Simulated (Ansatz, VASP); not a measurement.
One calculation of Y, two programs

```xyz
4
Lattice="3.5570 0.0000 0.0000 -1.7785 3.0804 0.0000 0.0000 0.0000 11.4135" Properties=species:S:1:pos:R:3 pbc="T T T"
Y     3.5570    0.0000   11.4135
Y     0.0000    0.0000    5.7067
Y     0.0000    2.0536    2.8534
Y     1.7785    1.0268    8.5601
```

Alike in both runs: task single point; functional RPBE; k mesh 11 × 11 × 3; occupations fermi-dirac, width 0.1 eV; no spin polarisation.

```csv
,VASP,Ansatz
version,VASP 6.6.1,Ansatz 0.2.0
potentials or method,"VASP PAW PBE potentials, release 64 (Y_sv), cutoff 520 eV","plane waves (420 eV) with PAW, scalar-relativistic"
valence electrons in the cell,44,44
```

```csv
,VASP,Ansatz,Ansatz less VASP
pressure (GPa),3.3,3.4,+0.13
"traceless stress, the component that is largest in VASP (GPa)",0.06,0.06,-0.004
```

VASP's potentials were made for PBE, not for RPBE.
